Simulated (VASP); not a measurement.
Input of a VASP 6.6.1 run:

The input INCAR:

```
SYSTEM = In2Sb
PREC = Accurate
ENCUT = 520
EDIFF = 1E-7
ISMEAR = 0
SIGMA = 0.1
LREAL = .FALSE.
LASPH = .TRUE.
NELM = 80
ALGO = Fast
ISIF = 2
LWAVE = .FALSE.
LCHARG = .FALSE.
GGA = PS
NBANDS = 40
```

Contents of KPOINTS:

```
regular mesh
0
G
  12 12 6
  0 0 0
```

File POSCAR:

```
In2Sb
1.0
    5.3333334163      0.0000000000      0.0000000000
   -2.6666667081      4.6188022253      0.0000000000
    0.0000000000      0.0000000000      6.3928489772
In Sb
4 2
Direct
    0.6666666667      0.3333333333      0.2500000000
    0.3333333333      0.6666666667      0.7500000000
    0.0000000000      0.0000000000      0.5000000000
    0.0000000000      0.0000000000      0.0000000000
    0.6666666667      0.3333333333      0.7500000000
    0.3333333333      0.6666666667      0.2500000000
```

Potentials or basis: VASP PAW PBE potentials, release 64 (In_d, Sb).

Launch:

```console
$ cat potpaw_PBE.64/In_d/POTCAR potpaw_PBE.64/Sb/POTCAR > POTCAR
$ mpirun -np 1 vasp_std > vasp.out
```

Task: Estimate the band gap on the k mesh.

Result: Zero (bands 31 and 32 overlap by 2.30 eV).

Task: Predict the pressure.

Result: 0.0 GPa.

Caveat: the PAW data sets were made with another functional, which shifts forces and pressure a little; spin-orbit coupling is left out, which moves the levels of the heavy elements.
